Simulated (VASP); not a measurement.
Here is a VASP 6.6.1 calculation.

The input INCAR:

```
SYSTEM = Te
PREC = Accurate
ENCUT = 520
EDIFF = 1E-8
ISMEAR = -1
SIGMA = 0.05
LREAL = .False.
LASPH = .True.
NELM = 80
ALGO = Normal
ISIF = 2
LWAVE = .False.
LCHARG = .False.
GGA = CA
LEFG = .True.
NBANDS = 16
```

File KPOINTS:

```
Automatic mesh
0
Gamma
  8 8 8
  0 0 0
```

The input POSCAR:

```
Te
1.0
    4.2341000000     -2.3712000000      0.0000000000
    4.2341000000      2.3712000000      0.0000000000
   -0.1304500000      0.0000000000      3.9969235000
Te
3
Direct
    0.6760000000      0.6760000000      0.6750000000
    0.3240000000      0.3240000000      0.3250000000
    0.0000000000      0.0000000000      0.0000000000
```

Potentials or basis: VASP PAW LDA potentials, release 64 (Te).

Launch:

```console
$ cat potpaw_LDA.64/Te/POTCAR > POTCAR
$ mpirun -np 1 vasp_std > vasp.out
```

Question: Predict the largest force.

Answer: 0.444 eV/Å.

Question: Predict the band gap on the k mesh.

Answer: Zero (band 9 reaches 10.40 eV, above the bottom of band 10 at 6.98 eV).

Question: Predict the pressure.

Answer: 4.3 GPa.

Forces on the atoms (eV/Å):
```
Te  -0.396  0.000 -0.201
Te   0.396  0.000  0.201
Te   0.000  0.000  0.000
```

Caveat: the cell differs from its parent crystal (zz strain of +1 %); without QUAD_EFG the Cq values of the log hold for a quadrupole moment of 1 mb, not for the nuclei; spin-orbit coupling is left out, which moves the levels of the heavy elements.
